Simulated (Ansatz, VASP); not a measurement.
# Two plane-wave programs on Sn

```xyz
1
Lattice="-1.7956 1.8466 2.1513 1.7956 -1.8466 2.1513 1.7956 1.8466 -2.1513" Properties=species:S:1:pos:R:3 pbc="T T T"
Sn    0.0000    0.0000    0.0000
```

Change from the starting cell: strain +0.040 along x and y, -0.080 along z, atoms carried along.

Alike in both runs: task single point; functional PBEsol; dispersion D3(BJ); k mesh 20 × 20 × 20; occupations gaussian, width 0.15 eV; no spin polarisation.

```csv
,VASP,Ansatz
version,VASP 6.6.1,Ansatz 0.2.0
potentials or method,"VASP PAW PBE potentials, release 64 (Sn_d), cutoff 520 eV","scalar-relativistic, plane waves, PAW"
valence electrons in the cell,14,14
```

```tsv
	VASP	Ansatz	Ansatz less VASP
gap on the k mesh at the Fermi level (eV)	none	none	-
pressure (GPa)	-5.8	-5.9	-0.02
traceless stress, the component that is largest in VASP (GPa)	0.15	0.15	-0.002
```

VASP's potentials were made for PBE, not for PBEsol. A gap of «none» marks a metal or a gap that the smearing closes.
